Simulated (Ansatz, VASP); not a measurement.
# Two plane-wave programs on C

```
C
1.0
     0.00000   -1.78574   -1.78574
    -1.78574    0.00000   -1.78574
     1.78574    1.78574   -3.57148
C
4
Direct
  0.77332 0.71756 0.73710
  0.22668 0.28244 0.26290
  0.41963 0.42676 0.83742
  0.83037 0.82324 0.41258
```

Alike in both runs: task single point; functional PBE; k mesh 12 × 12 × 10; occupations gaussian, width 0.05 eV; no spin polarisation.

```csv
,VASP,Ansatz
version,VASP 6.6.1,Ansatz 0.2.0
potentials or method,"VASP PAW PBE potentials, release 64 (C), cutoff 520 eV","scalar-relativistic, plane waves, PAW"
valence electrons in the cell,16,16
```

```csv
,VASP,Ansatz,Ansatz less VASP
gap on the k mesh at the Fermi level (eV),0.31,0.31,+0.007
least direct gap on the mesh (eV),1.17,1.18,+0.003
rms of the force components (eV/Å),5.759,5.732,-0.0276
```

Atom by atom the forces differ by 0.031 eV/Å (rms over components).
